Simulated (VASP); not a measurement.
# CdCl3 (Pm-3n) in VASP: a series of runs

CdCl3 is run at these levels: PBE; tasks: single point, relaxation of cell and atoms.

Everything below comes from runs of VASP 6.6.1. Logs are shortened: lines on timing, memory, paths and dates and some standing lists are left out, and cuts for length are marked.

## (1) The cell of the first run

The structure is cubic, space group Pm-3n (No. 223). Conventional cell: a = 5.558 Å, b = 5.558 Å, c = 5.558 Å, α = 90.00°, β = 90.00°, γ = 90.00°. Cd (site symmetry m-3) has 12 Cl at 3.11 Å within 4.1 Å. Cl (site symmetry -4m2) has 10 Cl at 2.78 to 3.40 Å and 4 Cd at 3.11 Å within 3.7 Å.

The cell was built from a structure type or drawn by symmetry, and may not be a known phase.

## (2) Single point, PBE

File INCAR:

```
PREC = Accurate ; ENCUT = 500
EDIFF = 1E-6 ; ISMEAR = 0
SIGMA = 0.1 ; LREAL = False
LASPH = True ; NELM = 120
ALGO = Normal ; ISIF = 2
LWAVE = False ; LCHARG = True
GGA = PE ; LELF = True
LVHAR = True ; NBANDS = 43
GGA_COMPAT = False
```

File KPOINTS:

```
regular mesh
0
Gamma
  4 4 4
```

File POSCAR:

```
CdCl3
1.0
    5.5576017065      0.0000000000      0.0000000000
    0.0000000000      5.5576017065      0.0000000000
    0.0000000000      0.0000000000      5.5576017065
Cd Cl
2 6
Direct
    0.5000000000      0.5000000000      0.5000000000
    0.0000000000      0.0000000000      0.0000000000
    0.0000000000      0.5000000000      0.7500000000
    0.5000000000      0.2500000000      0.0000000000
    0.7500000000      0.0000000000      0.5000000000
    0.0000000000      0.5000000000      0.2500000000
    0.5000000000      0.7500000000      0.0000000000
    0.2500000000      0.0000000000      0.5000000000
```

Potentials or basis: VASP PAW PBE potentials, release 64 (Cd, Cl).

The run is started by

```sh
$ cat potpaw_PBE.64/Cd/POTCAR potpaw_PBE.64/Cl/POTCAR > POTCAR
$ mpirun -np 1 vasp_std > vasp.out
```

OUTCAR:

```text
PREC = Accurate
   ENCUT = 500
   EDIFF = 1E-6
   ISMEAR = 0
   LREAL = False
   LASPH = True
   NELM = 120
   ISIF = 2
   GGA = PE

 ion  position               nearest neighbor table
   1  0.500  0.500  0.500-   3 3.11   4 3.11   5 3.11   6 3.11   7 3.11   8 3.11   4 3.11   7 3.11
                             5 3.11   8 3.11   3 3.11   6 3.11
   2  0.000  0.000  0.000-   3 3.11   4 3.11   5 3.11   6 3.11   7 3.11   8 3.11   5 3.11   8 3.11
                             3 3.11   6 3.11   4 3.11   7 3.11
   3  0.000  0.500  0.750-   1 3.11   2 3.11   2 3.11   1 3.11
   4  0.500  0.250  0.000-   1 3.11   2 3.11   1 3.11   2 3.11
   5  0.750  0.000  0.500-   1 3.11   2 3.11   2 3.11   1 3.11
   6  0.000  0.500  0.250-   1 3.11   2 3.11   2 3.11   1 3.11
   7  0.500  0.750  0.000-   1 3.11   2 3.11   1 3.11   2 3.11
   8  0.250  0.000  0.500-   1 3.11   2 3.11   2 3.11   1 3.11

  LATTYP: Found a simple cubic cell.
 ALAT       =     5.5576017065

  Lattice vectors:

 A1 = (   5.5576017065,   0.0000000000,   0.0000000000)
 A2 = (   0.0000000000,   5.5576017065,   0.0000000000)
 A3 = (   0.0000000000,   0.0000000000,   5.5576017065)

Analysis of symmetry for initial positions (statically):
=====================================================================
 Subroutine PRICEL returns:
 Original cell was already a primitive cell.

 Routine SETGRP: Setting up the symmetry group for a
 simple cubic supercell.

 Subroutine GETGRP returns: Found 48 space group operations
 (whereof 24 operations were pure point group operations)
 out of a pool of 48 trial point group operations.

The static configuration has the point symmetry T_h .
 The point group associated with its full space group is O_h .

Analysis of symmetry for dynamics (positions and initial velocities):
=====================================================================
 Subroutine PRICEL returns:
 Original cell was already a primitive cell.

 Routine SETGRP: Setting up the symmetry group for a
 simple cubic supercell.

 Subroutine GETGRP returns: Found 48 space group operations
 (whereof 24 operations were pure point group operations)
 out of a pool of 48 trial point group operations.

The dynamic configuration has the point symmetry T_h .
 The point group associated with its full space group is O_h .

 Subroutine INISYM returns: Found 48 space group operations
 (whereof 24 operations are pure point group operations),
 and found     1 'primitive' translations
[... 96 lines left out ...]
   IBRION =     -1    ionic relax: 0-MD 1-quasi-New 2-CG
   NFREE  =      0    steps in history (QN), initial steepest desc. (CG)
   ISIF   =      2    stress and relaxation
   ISYM   =      2    0-nonsym 1-usesym 2-fastsym
   POTIM  = 0.5000    time-step for ionic-motion
   TEBEG  =    0.0;   TEEND  =   0.0 temperature during run
   PSTRESS=    0.0 pullay stress
   NELECT =      66.0000    total number of electrons
   NUPDOWN=      -1.0000    fix difference up-down
   EMIN   =  10.00;   EMAX   =-10.00  energy-range for DOS
   EFERMI =   0.00;   METHOD = LEGACY
   ISMEAR =     0;   SIGMA  =   0.10  broadening in eV -4-tet -1-fermi 0-gaus
   EFERMI_NEDOS =   21; number of points for ismear=-14 and -15
   IALGO  =     38    algorithm
   IMIX   =      4    mixing-type and parameters
     AMIX     =   0.40;   BMIX     =  1.00
     AMIX_MAG =   1.60;   BMIX_MAG =  1.00
  volume/ion in A,a.u.               =      21.46       144.80
  Fermi-wavevector in a.u.,A,eV,Ry     =   1.190425  2.249577 19.280977  1.417112
  Thomas-Fermi vector in A             =   2.326510
   LORBIT       =      0    0 simple, 1 ext, 2 COOP (PROOUT), +10 PAW based schemes
   GGA     = PE    functional components
   LHFCALC =     F    Hartree Fock is set to
   AEXX    =    0.0000 exact exchange contribution
   IVDW    =     0    specifies the selected vdW correction
   LEPSILON=     F    determine dielectric tensor
   LRPA    =     F    only Hartree local field effects (RPA)
 non-spin polarized calculation
 Gauss-broadening in eV      SIGMA  =   0.10
  energy-cutoff  :      500.00
  volume of cell :      171.66
 maximum number of plane-waves:      4388
 NGX is ok and might be reduce to    42
   NGX = 21   NGY = 21   NGZ = 21

 number of electron      65.9999992 magnetization

 Free energy of the ion-electron system (eV)
  ---------------------------------------------------
  ext. energy  EPLUGINS =         0.00000000
  ---------------------------------------------------
  free energy    TOTEN  =       -14.47247297 eV

  energy without entropy =      -14.42395982  energy(sigma->0) =      -14.44821640

 E-fermi :   2.2139     XC(G=0):  -9.8066

 val. band max:        2.1965629259   @ k =   0.0000   0.0000   0.0000
 cond. band min:       3.1264331915   @ k =   0.0000   0.0000   0.0000
 fundamental gap:      0.9298702656
 Fermi energy:         2.2138750525

 k-point     1 :       0.0000    0.0000    0.0000
  band No.  band energies     occupation
      1     -13.0860      2.00000
      2     -12.1672      2.00000
      3     -12.1672      2.00000
      4     -11.1015      2.00000
      5     -11.1015      2.00000
      6     -11.1015      2.00000
[... 449 lines left out ...]
     42       8.5878      0.00000
     43      12.6084      0.00000

------------------------ aborting loop because EDIFF is reached ----------------------------------------

  FORCE on cell =-STRESS in cart. coord.  units (eV):
  Direction    XX          YY          ZZ          XY          YZ          ZX
  --------------------------------------------------------------------------------------
  -------------------------------------------------------------------------------------
  Total       -0.3549073     -0.3549073     -0.3549073     -0.0000000     -0.0000000     -0.0000000
  in kB       -3.3125567     -3.3125567     -3.3125567     -0.0000000     -0.0000000     -0.0000000
  external PRESSURE =      -3.3125567 kB  Pullay stress =       0.0000000 kB

 VOLUME and BASIS-vectors are now :
 -----------------------------------------------------------------------------
  energy-cutoff  :      500.00
  volume of cell :      171.66
      direct lattice vectors                 reciprocal lattice vectors
     5.557601706  0.000000000  0.000000000     0.179933729  0.000000000  0.000000000
     0.000000000  5.557601706  0.000000000     0.000000000  0.179933729  0.000000000
     0.000000000  0.000000000  5.557601706     0.000000000  0.000000000  0.179933729

 POSITION                                       TOTAL-FORCE (eV/Angst)
 -----------------------------------------------------------------------------------
      2.77880      2.77880      2.77880         0.000000      0.000000     -0.000000
      0.00000      0.00000      0.00000         0.000000      0.000000     -0.000000
      0.00000      2.77880      4.16820        -0.000000      0.000000     -0.000000
      2.77880      1.38940      0.00000         0.000000      0.000000     -0.000000
      4.16820      0.00000      2.77880         0.000000     -0.000000      0.000000
      0.00000      2.77880      1.38940         0.000000      0.000000      0.000000
      2.77880      4.16820      0.00000         0.000000     -0.000000     -0.000000
      1.38940      0.00000      2.77880        -0.000000      0.000000      0.000000
 -----------------------------------------------------------------------------------
    total drift:                                0.000000     -0.000000     -0.000000

  FREE ENERGIE OF THE ION-ELECTRON SYSTEM (eV)
  ---------------------------------------------------
  free  energy   TOTEN  =       -14.4724729721 eV

  energy  without entropy=      -14.4239598184  energy(sigma->0) =      -14.44821640
```

OSZICAR:

```text
N       E                     dE             d eps       ncg     rms          rms(c)
DAV:   1     0.488993778074E+03    0.48899E+03   -0.31295E+04   860   0.137E+03
DAV:   2     0.215575379959E+02   -0.46744E+03   -0.44494E+03  1035   0.317E+02
DAV:   3    -0.162529738797E+02   -0.37811E+02   -0.37346E+02   925   0.923E+01
DAV:   4    -0.167942643174E+02   -0.54129E+00   -0.53989E+00   991   0.120E+01
DAV:   5    -0.168038746267E+02   -0.96103E-02   -0.96094E-02   973   0.158E+00    0.112E+01
DAV:   6    -0.147910933345E+02    0.20128E+01   -0.22481E+00  1049   0.140E+01    0.823E+00
DAV:   7    -0.144945931541E+02    0.29650E+00   -0.10572E+00   921   0.525E+00    0.371E+00
DAV:   8    -0.144816192449E+02    0.12974E-01   -0.24888E-01   921   0.350E+00    0.102E+00
DAV:   9    -0.144767862039E+02    0.48330E-02   -0.64166E-02  1000   0.185E+00    0.340E-01
DAV:  10    -0.144730551906E+02    0.37310E-02   -0.64319E-03   924   0.600E-01    0.138E-01
DAV:  11    -0.144725119804E+02    0.54321E-03   -0.35955E-03   892   0.346E-01    0.749E-02
DAV:  12    -0.144724724861E+02    0.39494E-04   -0.29240E-04   922   0.936E-02    0.393E-02
DAV:  13    -0.144724735912E+02   -0.11051E-05   -0.11482E-05   927   0.190E-02    0.146E-02
DAV:  14    -0.144724723995E+02    0.11917E-05   -0.48518E-06   849   0.116E-02    0.321E-03
DAV:  15    -0.144724729721E+02   -0.57256E-06   -0.64046E-07   487   0.481E-03
   1 F= -.14472473E+02 E0= -.14448216E+02  d E =-.485132E-01
```

stdout:

```text
POSCAR found type information on POSCAR CdCl
 POSCAR found :  2 types and       8 ions
 scaLAPACK will be used
 LDA part: xc-table for (Slater+PW92), standard interpolation
 POSCAR, INCAR and KPOINTS ok, starting setup
 FFT: planning ... GRIDC
 FFT: planning ... GRID_SOFT
 FFT: planning ... GRID
 WAVECAR not read
 entering main loop
```

Run time: 30 s. Hardware: 1 thread of Intel Xeon 6975P-C (Granite Rapids), shared host; peak memory 0.27 GiB.

What came out:

```yaml
Free_energy: -14.4725 eV
Pressure: -0.3 GPa
Band_gap_on_the_k_mesh: zero (bands 33 and 34 overlap by 2.15 eV)
```

## (3) Relaxation of cell and atoms, PBE

This run uses another cell than the first one, of 26.58 Å³/atom.

File INCAR:

```
SYSTEM = CdCl3
PREC = Accurate
ENCUT = 500
EDIFF = 1E-7
ISMEAR = 0
SIGMA = 0.1
LREAL = .False.
LASPH = .True.
NELM = 120
ALGO = Normal
ISIF = 3
LWAVE = .False.
LCHARG = .False.
GGA = PE
IBRION = 2
NSW = 90
EDIFFG = -0.04
GGA_COMPAT = .False.
NELMIN = 4
```

File KPOINTS:

```
regular mesh
0
Gamma
  4 4 4
  0 0 0
```

Changes to POSCAR since step 2:

```diff
@@ -2,5 +2,5 @@
 1.0
-    5.5576017065      0.0000000000      0.0000000000
-    0.0000000000      5.5576017065      0.0000000000
-    0.0000000000      0.0000000000      5.5576017065
+    5.9690558600      0.0000000000      0.0000000000
+    0.0000000000      5.9690558600      0.0000000000
+    0.0000000000      0.0000000000      5.9690558600
 Cd Cl
```

Potentials or basis: VASP PAW PBE potentials, release 64 (Cd, Cl).

The run is started by

```sh
$ cat potpaw_PBE.64/Cd/POTCAR potpaw_PBE.64/Cl/POTCAR > POTCAR
$ mpirun -np 1 vasp_std > vasp.out
```

OUTCAR:

```text
SYSTEM = CdCl3
   PREC = Accurate
   ENCUT = 500
   EDIFF = 1E-7
   ISMEAR = 0
   LREAL = .False.
   LASPH = .True.
   NELM = 120
   ISIF = 3
   GGA = PE
   IBRION = 2
   NSW = 90
   EDIFFG = -0.04
   NELMIN = 4

 ion  position               nearest neighbor table
   1  0.500  0.500  0.500-
   2  0.000  0.000  0.000-
   3  0.000  0.500  0.750-
   4  0.500  0.250  0.000-
   5  0.750  0.000  0.500-
   6  0.000  0.500  0.250-
   7  0.500  0.750  0.000-
   8  0.250  0.000  0.500-

  LATTYP: Found a simple cubic cell.
 ALAT       =     5.9690558600

  Lattice vectors:

 A1 = (   5.9690558600,   0.0000000000,   0.0000000000)
 A2 = (   0.0000000000,   5.9690558600,   0.0000000000)
 A3 = (   0.0000000000,   0.0000000000,   5.9690558600)

Analysis of symmetry for initial positions (statically):
=====================================================================
 Subroutine PRICEL returns:
 Original cell was already a primitive cell.

 Routine SETGRP: Setting up the symmetry group for a
 simple cubic supercell.

 Subroutine GETGRP returns: Found 48 space group operations
 (whereof 24 operations were pure point group operations)
 out of a pool of 48 trial point group operations.

The static configuration has the point symmetry T_h .
 The point group associated with its full space group is O_h .

Analysis of symmetry for dynamics (positions and initial velocities):
=====================================================================
 Subroutine PRICEL returns:
 Original cell was already a primitive cell.

 Routine SETGRP: Setting up the symmetry group for a
 simple cubic supercell.

 Subroutine GETGRP returns: Found 48 space group operations
 (whereof 24 operations were pure point group operations)
 out of a pool of 48 trial point group operations.

[... 103 lines left out ...]
   NFREE  =      1    steps in history (QN), initial steepest desc. (CG)
   ISIF   =      3    stress and relaxation
   ISYM   =      2    0-nonsym 1-usesym 2-fastsym
   POTIM  = 0.5000    time-step for ionic-motion
   TEBEG  =    0.0;   TEEND  =   0.0 temperature during run
   PSTRESS=    0.0 pullay stress
   NELECT =      66.0000    total number of electrons
   NUPDOWN=      -1.0000    fix difference up-down
   EMIN   =  10.00;   EMAX   =-10.00  energy-range for DOS
   EFERMI =   0.00;   METHOD = LEGACY
   ISMEAR =     0;   SIGMA  =   0.10  broadening in eV -4-tet -1-fermi 0-gaus
   EFERMI_NEDOS =   21; number of points for ismear=-14 and -15
   IALGO  =     38    algorithm
   IMIX   =      4    mixing-type and parameters
     AMIX     =   0.40;   BMIX     =  1.00
     AMIX_MAG =   1.60;   BMIX_MAG =  1.00
  volume/ion in A,a.u.               =      26.58       179.40
  Fermi-wavevector in a.u.,A,eV,Ry     =   1.108368  2.094511 16.714469  1.228479
  Thomas-Fermi vector in A             =   2.244894
   LORBIT       =      0    0 simple, 1 ext, 2 COOP (PROOUT), +10 PAW based schemes
   GGA     = PE    functional components
   LHFCALC =     F    Hartree Fock is set to
   AEXX    =    0.0000 exact exchange contribution
   IVDW    =     0    specifies the selected vdW correction
   LEPSILON=     F    determine dielectric tensor
   LRPA    =     F    only Hartree local field effects (RPA)
 conjugate gradient relaxation of ions
 non-spin polarized calculation
 Gauss-broadening in eV      SIGMA  =   0.10
  energy-cutoff  :      500.00
  volume of cell :      212.68
 maximum number of plane-waves:      5449
 NGX is ok and might be reduce to    48
   NGX = 21   NGY = 21   NGZ = 21

--------------------------------------- Ionic step        1  -------------------------------------------

 number of electron      66.0000006 magnetization

 Free energy of the ion-electron system (eV)
  ---------------------------------------------------
  ext. energy  EPLUGINS =         0.00000000
  ---------------------------------------------------
  free energy    TOTEN  =       -13.52247261 eV

  energy without entropy =      -13.47373087  energy(sigma->0) =      -13.49810174

------------------------ aborting loop because EDIFF is reached ----------------------------------------

  FORCE on cell =-STRESS in cart. coord.  units (eV):
  Direction    XX          YY          ZZ          XY          YZ          ZX
  --------------------------------------------------------------------------------------
  -------------------------------------------------------------------------------------
  Total       -7.7702238     -7.7702238     -7.7702238      0.0000000      0.0000000      0.0000000
  in kB      -58.5365576    -58.5365576    -58.5365576      0.0000000      0.0000000      0.0000000
  external PRESSURE =     -58.5365576 kB  Pullay stress =       0.0000000 kB
[... 113 lines left out ...]
--------------------------------------- Ionic step        4  -------------------------------------------

 number of electron      65.9999991 magnetization

 Free energy of the ion-electron system (eV)
  ---------------------------------------------------
  ext. energy  EPLUGINS =         0.00000000
  ---------------------------------------------------
  free energy    TOTEN  =       -14.48491771 eV

  energy without entropy =      -14.43648744  energy(sigma->0) =      -14.46070258

 E-fermi :   2.2908     XC(G=0):  -9.8430

 val. band max:        2.2834449258   @ k =   0.0000   0.0000   0.0000
 cond. band min:       3.2146284771   @ k =   0.0000   0.0000   0.0000
 fundamental gap:      0.9311835513
 Fermi energy:         2.2907530236

 k-point     1 :       0.0000    0.0000    0.0000
  band No.  band energies     occupation
      1     -13.0564      2.00000
      2     -12.1209      2.00000
      3     -12.1209      2.00000
      4     -11.0389      2.00000
      5     -11.0389      2.00000
      6     -11.0389      2.00000
[... 444 lines left out ...]
  FREE ENERGIE OF THE ION-ELECTRON SYSTEM (eV)
  ---------------------------------------------------
  free  energy   TOTEN  =       -14.4849177148 eV

  energy  without entropy=      -14.4364874361  energy(sigma->0) =      -14.46070258

 reached required accuracy - stopping structural energy minimisation
```

CONTCAR:

```text
CdCl3
   1.00000000000000
     5.5439750430645383    0.0000000000000000    0.0000000000000000
     0.0000000000000000    5.5439750430645383    0.0000000000000000
    -0.0000000000000000    0.0000000000000000    5.5439750430645383
  Cd              Cl
     2     6
Direct
     0.5000000000000000    0.5000000000000000    0.5000000000000000
     0.0000000000000000    0.0000000000000000    1.0000000000000000
     0.0000000000000000    0.5000000000000000    0.7500000000000000
     0.5000000000000000    0.2500000000000000    1.0000000000000000
     0.7500000000000000    1.0000000000000000    0.5000000000000000
     1.0000000000000000    0.5000000000000000    0.2500000000000000
     0.5000000000000000    0.7500000000000000    0.0000000000000000
     0.2500000000000000    1.0000000000000000    0.5000000000000000

  0.00000000E+00  0.00000000E+00  0.00000000E+00
  0.00000000E+00  0.00000000E+00  0.00000000E+00
  0.00000000E+00  0.00000000E+00  0.00000000E+00
  0.00000000E+00  0.00000000E+00  0.00000000E+00
  0.00000000E+00  0.00000000E+00  0.00000000E+00
  0.00000000E+00  0.00000000E+00  0.00000000E+00
  0.00000000E+00  0.00000000E+00  0.00000000E+00
  0.00000000E+00  0.00000000E+00  0.00000000E+00
```

Wall time 1.7 min (1 thread of Intel Xeon 6975P-C (Granite Rapids), shared host); peak memory 0.36 GiB.

What came out:

```yaml
Free_energy: -14.4849 eV
Relaxed_volume: 21.30 Å³/atom
Relaxed_cell: a = 5.544 Å, b = 5.544 Å, c = 5.544 Å, α = 90.00°, β = 90.00°, γ = 90.00°
Space_group_after_relaxing_to_0.1_Å: Pm-3n (No. 223)
Energy_gained_by_relaxing: 120.3 meV/atom
Ionic_steps: 4
Pressure_after_relaxing: 0.0 GPa
Band_gap_on_the_k_mesh: zero (bands 33 and 34 overlap by 2.17 eV)
```

The path:
| step | energy change (eV) | largest force (eV/Å) | pressure (GPa) | volume (Å³) |
| --- | --- | --- | --- | --- |
| 1 | 0.0000 | 0.0000 | -5.85 | 212.68 |
| 2 | -0.8285 | 0.0000 | -2.92 | 184.16 |
| 3 | -0.9610 | 0.0000 | -0.35 | 171.90 |
| 4 | -0.9624 | 0.0000 | 0.04 | 170.40 |

Final structure:
```xyz
8
Lattice="5.5440 0.0000 0.0000 0.0000 5.5440 0.0000 0.0000 0.0000 5.5440" Properties=species:S:1:pos:R:3 pbc="T T T"
Cd    2.7720    2.7720    2.7720
Cd    0.0000    0.0000    5.5440
Cl    0.0000    2.7720    4.1580
Cl    2.7720    1.3860    5.5440
Cl    4.1580    5.5440    2.7720
Cl    5.5440    2.7720    1.3860
Cl    2.7720    4.1580    0.0000
Cl    1.3860    5.5440    2.7720
```

Caveat: the volume moved by over 15 % at a fixed basis, so the end points are rough.
